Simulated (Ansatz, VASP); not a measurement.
Bi2Se3 in VASP and in Ansatz

```
Bi Se
1.0
     1.96496    1.13447    9.14266
    -1.96496    1.13447    9.14266
     0.00000   -2.26894    9.14266
Bi Se
2 3
Direct
  0.59732 0.59732 0.59732
  0.40268 0.40268 0.40268
  0.79544 0.79544 0.79544
  0.20456 0.20456 0.20456
  0.00000 0.00000 0.00000
```

Alike in both runs: functional PBE; k mesh 14 × 14 × 14; occupations fermi-dirac, width 0.05 eV; no spin polarisation.

Ansatz relaxed the structure, and its values are those at the end. VASP's run is a single point on that final structure, the one shown.

|  | VASP | Ansatz |
| --- | --- | --- |
| version | VASP 6.6.1 | Ansatz 0.2.0 |
| potentials or method | VASP PAW PBE potentials, release 64 (Bi_d, Se) | plane-wave PAW, scalar-relativistic |
| plane-wave cutoff (eV) | 520 | 420 |
| valence electrons in the cell | 48 | 78 |

Ansatz gave:

```
pressure (GPa)                     : 12.2
rms of the force components (eV/Å) : 0.003
```

What did VASP give for the same quantities?

Pressure (GPa): 12.2; rms of the force components (eV/Å): 0.010.

VASP's potentials hold 48 valence electrons a cell and Ansatz's 78, so a difference there can come from the potentials and not from the codes. Ansatz's warnings: stress scf threshold loose.

Neither program's run includes spin-orbit coupling.
